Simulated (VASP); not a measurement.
Input of a VASP 6.6.1 run:

File INCAR:

```
SYSTEM = BaTiO3
PREC = Accurate
ENCUT = 520
EDIFF = 1E-7
ISMEAR = -1
SIGMA = 0.02
LREAL = .False.
LASPH = .True.
NELM = 100
ALGO = Normal
ISIF = 2
LWAVE = .False.
LCHARG = .False.
GGA = PE
NBANDS = 28
```

KPOINTS

```
Automatic mesh
0
Gamma
  8 8 8
  0 0 0
```

File POSCAR:

```
BaTiO3
1.0
    4.0060000000      0.0000000000      0.0000000000
    0.0000000000      4.0060000000      0.0000000000
    0.0000000000      0.0000000000      4.1261800000
Ba Ti O
1 1 3
Direct
    0.5000000000      0.5000000000      0.5000000000
    0.0000000000      0.0000000000      0.0000000000
    0.5000000000      0.0000000000      0.0000000000
    0.0000000000      0.5000000000      0.0000000000
    0.0000000000      0.0000000000      0.5000000000
```

Potentials or basis: VASP PAW PBE potentials, release 64 (Ba_sv, Ti_sv, O).

Command:

```bash
$ cat potpaw_PBE.64/Ba_sv/POTCAR potpaw_PBE.64/Ti_sv/POTCAR potpaw_PBE.64/O/POTCAR > POTCAR
$ mpirun -np 1 vasp_std > vasp.out
```

**Question.** Predict the band gap on the k mesh.

**Answer.** 1.63 eV, indirect (least direct gap 1.83 eV).

**Question.** Estimate the pressure.

**Answer.** -1.3 GPa.

Stress tensor (GPa, compression positive):
```
 0.32  0.00  0.00
 0.00  0.32  0.00
 0.00  0.00 -4.48
```

Caveat: the cell differs from its parent crystal (z stretched by +3 %, then relaxed in part); spin-orbit coupling is left out, which moves the levels of the heavy elements. A k mesh can miss the band edges.
